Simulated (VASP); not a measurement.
# Ta: single point with PBE

Ta:

```
CELL_PARAMETERS angstrom
2.72536 0.00000 0.00000
-1.36268 2.36023 0.00000
0.00000 0.00000 4.77847
ATOMIC_POSITIONS crystal
Ta 0.33333 0.66667 0.25000
Ta 0.66667 0.33333 0.75000
```

```yaml
Program: VASP 6.6.1
Task: single point
Functional: PBE
Potentials_or_basis: VASP PAW PBE potentials, release 64 (Ta_pv)
Cutoff: 520 eV
k_mesh: 16 × 16 × 9
Occupations: fermi-dirac, width 0.08 eV
Spin: no spin polarisation
Dipole_correction: no
Further_INCAR_settings: ALGO = Normal; EDIFF = 1e-06; NBANDS = 18
```

```
Pressure               : 54.6 GPa
Band gap on the k mesh : zero (band 11 reaches 9.26 eV, above the bottom of band 12 at 6.49 eV)
```

Stress tensor (GPa, compression positive):
```
54.61  0.00  0.00
 0.00 54.61  0.00
 0.00  0.00 54.47
```

Levels at points of the mesh, in eV from the Fermi level:
| k point | band 8 | band 9 | band 10 | band 11 | band 12 | band 13 | band 14 | band 15 |
| --- | --- | --- | --- | --- | --- | --- | --- | --- |
| (0.00, 0.00, 0.00) | -5.67 | -0.77 | 0.45 | 0.45 | 0.75 | 1.25 | 1.25 | 3.37 |
| (0.50, 0.00, 0.00) | -4.75 | -4.40 | -0.40 | -0.07 | 0.61 | 0.74 | 7.10 | 8.00 |

It took 48 s on 1 thread of Intel(R) Xeon(R) Platinum 8375C CPU @ 2.90GHz (Ice Lake) (shared host), peak memory 0.19 GiB.

Caveat: spin-orbit coupling is left out, which moves the levels of the heavy elements.
